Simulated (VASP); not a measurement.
# ZnCu (Pm-3m) in VASP: a series of runs, part 3 of 3

VASP 6.6.1.

## Step 5: Electric field gradients, r2SCAN (13.20 Å³/atom)

This run uses another cell than the first one, of 13.20 Å³/atom.

Input file POSCAR:

```
ZnCu
1.0
    2.9778342254      0.0000000000      0.0000000000
    0.0000000000      2.9778342254      0.0000000000
    0.0000000000      0.0000000000      2.9778342254
Zn Cu
1 1
Direct
    0.5000000000      0.5000000000      0.5000000000
    0.0000000000      0.0000000000      0.0000000000
```

Input file INCAR.step1:

```
SYSTEM = ZnCu
  PREC = Accurate
  ENCUT = 520
  ISMEAR = -1
  SIGMA = 0.05
  LREAL = .FALSE.
  LASPH = .TRUE.
  NELM = 60
  NBANDS = 18
  GGA = PE
  ALGO = Normal
  EDIFF = 1E-4
  LWAVE = .TRUE.
  LCHARG = .FALSE.
```

Input file INCAR.step2:

```
SYSTEM = ZnCu
  PREC = Accurate
  ENCUT = 520
  EDIFF = 1E-8
  ISMEAR = -1
  SIGMA = 0.05
  LREAL = .FALSE.
  LASPH = .TRUE.
  NELM = 60
  ALGO = Normal
  ISIF = 2
  LWAVE = .FALSE.
  LCHARG = .FALSE.
  METAGGA = R2SCAN
  LMIXTAU = .TRUE.
  LEFG = .TRUE.
  NBANDS = 18
  ISTART = 1
```

Input file KPOINTS:

```
Automatic mesh
0
G
  12 12 12
  0 0 0
```

Potentials or basis: VASP PAW PBE potentials, release 64 (Zn, Cu).

Run with:

```sh
$ cat potpaw_PBE.64/Zn/POTCAR potpaw_PBE.64/Cu/POTCAR > POTCAR
$ cp INCAR.step1 INCAR
$ mpirun -np 1 vasp_std > vasp.out
$ cp INCAR.step2 INCAR
$ mpirun -np 1 vasp_std > vasp.out
```

OUTCAR:

```text
SYSTEM = ZnCu
   PREC = Accurate
   ENCUT = 520
   EDIFF = 1E-8
   ISMEAR = -1
   LREAL = .FALSE.
   LASPH = .TRUE.
   NELM = 60
   ISIF = 2
   METAGGA = R2SCAN
   ISTART = 1

 ion  position               nearest neighbor table
   1  0.500  0.500  0.500-   2 2.58   2 2.58   2 2.58   2 2.58   2 2.58   2 2.58   2 2.58   2 2.58

   2  0.000  0.000  0.000-   1 2.58   1 2.58   1 2.58   1 2.58   1 2.58   1 2.58   1 2.58   1 2.58

  LATTYP: Found a simple cubic cell.
 ALAT       =     2.9778342254

  Lattice vectors:

 A1 = (   2.9778342254,   0.0000000000,   0.0000000000)
 A2 = (   0.0000000000,   2.9778342254,   0.0000000000)
 A3 = (   0.0000000000,   0.0000000000,   2.9778342254)

Analysis of symmetry for initial positions (statically):
=====================================================================
 Subroutine PRICEL returns:
 Original cell was already a primitive cell.

 Routine SETGRP: Setting up the symmetry group for a
 simple cubic supercell.

 Subroutine GETGRP returns: Found 48 space group operations
 (whereof 48 operations were pure point group operations)
 out of a pool of 48 trial point group operations.

The static configuration has the point symmetry O_h .

Analysis of symmetry for dynamics (positions and initial velocities):
=====================================================================
 Subroutine PRICEL returns:
 Original cell was already a primitive cell.

 Routine SETGRP: Setting up the symmetry group for a
 simple cubic supercell.

 Subroutine GETGRP returns: Found 48 space group operations
 (whereof 48 operations were pure point group operations)
[... 159 lines left out ...]
      1      -5.4379      2.00000
      2      -2.9957      2.00000
      3      -2.9957      2.00000
      4      -2.3238      2.00000
      5      -2.3238      2.00000
      6      -2.3238      2.00000
[... 481 lines left out ...]
      5      -2.2703      2.00000
      6      -0.3522      2.00000
[... 10 lines left out ...]
     17      20.7731      0.00000
     18      21.5070      0.00000

 [... further k-points ...]

------------------------ aborting loop because EDIFF is reached ----------------------------------------

  FORCE on cell =-STRESS in cart. coord.  units (eV):
  Direction    XX          YY          ZZ          XY          YZ          ZX
  --------------------------------------------------------------------------------------
  -------------------------------------------------------------------------------------
  Total       -1.0065088     -1.0065088     -1.0065088      0.0000000     -0.0000000      0.0000000
  in kB      -61.0698181    -61.0698181    -61.0698181      0.0000000     -0.0000000      0.0000000
  external PRESSURE =     -61.0698181 kB  Pullay stress =       0.0000000 kB

 VOLUME and BASIS-vectors are now :
 -----------------------------------------------------------------------------
  energy-cutoff  :      520.00
  volume of cell :       26.41
      direct lattice vectors                 reciprocal lattice vectors
     2.977834225  0.000000000  0.000000000     0.335814530  0.000000000  0.000000000
     0.000000000  2.977834225  0.000000000     0.000000000  0.335814530  0.000000000
     0.000000000  0.000000000  2.977834225     0.000000000  0.000000000  0.335814530

 POSITION                                       TOTAL-FORCE (eV/Angst)
 -----------------------------------------------------------------------------------
      1.48892      1.48892      1.48892         0.000000      0.000000      0.000000
      0.00000      0.00000      0.00000         0.000000      0.000000      0.000000
 -----------------------------------------------------------------------------------
    total drift:                                0.000000      0.000000     -0.000000

  FREE ENERGIE OF THE ION-ELECTRON SYSTEM (eV)
  ---------------------------------------------------
  free  energy   TOTEN  =       -19.9087752246 eV

  energy  without entropy=      -19.9047500560  energy(sigma->0) =      -19.90676264

 Electric field gradients (V/A^2)
---------------------------------------------------------------------
 ion       V_xx      V_yy      V_zz      V_xy      V_xz      V_yz
---------------------------------------------------------------------
   1      -0.000    -0.000    -0.000    -0.000    -0.000    -0.000
   2      -0.000    -0.000     0.000    -0.000     0.000     0.000
---------------------------------------------------------------------

 Electric field gradients after diagonalization (V/A^2)
 (convention: |V_zz| > |V_xx| > |V_yy|)
----------------------------------------------------------------------
 ion       V_xx      V_yy      V_zz     asymmetry (V_yy - V_xx)/ V_zz
----------------------------------------------------------------------
   1      -0.000    -0.000    -0.000      -0.053
   2       0.000    -0.000    -0.000       1.446
----------------------------------------------------------------------

           NMR quadrupolar parameters

 Cq : quadrupolar parameter    Cq=e*Q*V_zz/h
 eta: asymmetry parameters     (V_yy - V_xx)/ V_zz
 Q  : nuclear electric quadrupole moment in mb (millibarn)
----------------------------------------------------------------------
 ion       Cq(MHz)       eta       Q (mb)
----------------------------------------------------------------------
   1      -0.000      -0.053       1.000
   2      -0.000       1.446       1.000
----------------------------------------------------------------------
```

OUTCAR.step1:

```text
SYSTEM = ZnCu
   PREC = Accurate
   ENCUT = 520
   ISMEAR = -1
   LREAL = .FALSE.
   LASPH = .TRUE.
[... 726 lines left out ...]
      1.48892      1.48892      1.48892         0.000000      0.000000      0.000000
      0.00000      0.00000      0.00000         0.000000      0.000000      0.000000
 -----------------------------------------------------------------------------------
    total drift:                                0.000000      0.000000     -0.000000

  FREE ENERGIE OF THE ION-ELECTRON SYSTEM (eV)
  ---------------------------------------------------
  free  energy   TOTEN  =        -5.0121435517 eV

  energy  without entropy=       -5.0080331101  energy(sigma->0) =       -5.01008833
```

OSZICAR.step1:

```text
N       E                     dE             d eps       ncg     rms          rms(c)
DAV:   1     0.114594936797E+03    0.11459E+03   -0.11404E+04  3272   0.208E+03
DAV:   2    -0.125480836175E+01   -0.11585E+03   -0.11100E+03  3038   0.298E+02
DAV:   3    -0.602491960880E+01   -0.47701E+01   -0.47299E+01  3364   0.751E+01
DAV:   4    -0.606193708540E+01   -0.37017E-01   -0.37003E-01  3460   0.609E+00
DAV:   5    -0.606242675591E+01   -0.48967E-03   -0.48966E-03  3384   0.734E-01    0.929E+00
DAV:   6    -0.598516062511E+01    0.77266E-01   -0.14634E+01  3238   0.896E+01    0.616E+00
DAV:   7    -0.502145169537E+01    0.96371E+00   -0.32040E+00  3258   0.848E+01    0.211E+00
DAV:   8    -0.502046981923E+01    0.98188E-03   -0.13639E-01  4192   0.501E+00    0.118E+00
DAV:   9    -0.501213766450E+01    0.83322E-02   -0.12346E-02  3408   0.241E+00    0.517E-02
DAV:  10    -0.501214355174E+01   -0.58872E-05   -0.69256E-04  4278   0.525E-01
   1 F= -.50121436E+01 E0= -.50100883E+01  d E =-.411044E-02
```

Wall time 66 s (1 thread of Intel Xeon Platinum 8488C (Sapphire Rapids), shared host); peak memory 0.17 GiB.

What came out:

* Free energy: -19.9088 eV
* Pressure: -6.1 GPa
* Band gap on the k mesh: zero (an odd number of electrons rules out a gap without spin polarisation)
* Largest electric field gradient by atom: zero within the noise of the run

Caveat: the cell stands under tension; the PAW data sets were made with another functional, which shifts forces and pressure a little.

## Step 6: Summary

| cell | gap on the mesh (eV) | pressure (GPa) |
| --- | --- | --- |
| a = 2.921 Å, 2 atoms | none | 0.6 |
| a = 2.949 Å, 2 atoms | none | -3.0 |
| a = 2.978 Å, 2 atoms | none | -6.1 |

Alike in all rows: task electric field gradients; level r2SCAN; potentials or basis VASP PAW PBE potentials, release 64 (Zn, Cu); no spin polarisation; k mesh 12 × 12 × 12; cutoff (eV) 520; smearing fermi-dirac 0.05 eV.

Caveats: the PAW data sets were made with another functional, which shifts forces and pressure a little; the cell stands under tension (at least some runs).

Absolute energies hang on the potentials; compare differences alone.
